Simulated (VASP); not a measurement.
**Zn2C: single point with r2SCAN**

Crystal: Zn2C.

```
CELL_PARAMETERS angstrom
0.00000 2.57795 2.57795
2.57795 0.00000 2.57795
2.57795 2.57795 0.00000
ATOMIC_POSITIONS crystal
C 0.00000 0.00000 0.00000
Zn 0.25000 0.25000 0.25000
Zn 0.75000 0.75000 0.75000
```

```yaml
Program: VASP 6.6.1
Task: single point
Functional: r2SCAN
Potentials_or_basis: VASP PAW PBE potentials, release 64 (C, Zn)
Cutoff: 520 eV
k_mesh: 6 × 6 × 6
Occupations: fermi-dirac, width 0.02 eV
Spin: no spin polarisation
```

The pressure is 0.5 GPa and the band gap on the k mesh is 0.12 eV, direct.

Levels at points of the mesh, in eV from the valence-band top:
```csv
k point,band 10,band 11,band 12,band 13,band 14,band 15,band 16,band 17,band 18,band 19
"(0.00, 0.00, 0.00)",-7.11,-7.11,0.00,0.00,0.00,0.12,4.54,4.54,4.54,10.23
"(0.50, 0.00, 0.00)",-7.89,-7.51,-7.31,-1.20,-1.20,1.13,5.48,5.48,6.43,9.66
"(0.50, 0.50, 0.00)",-7.43,-7.13,-5.50,-3.90,-3.90,1.12,1.89,8.17,9.77,9.77
```

Run time: 51 s on 1 thread of AMD EPYC 9R14 (Zen 4), on a shared host, peak memory 0.13 GiB.

Caveat: the PAW data sets were made with another functional, which shifts forces and pressure a little.
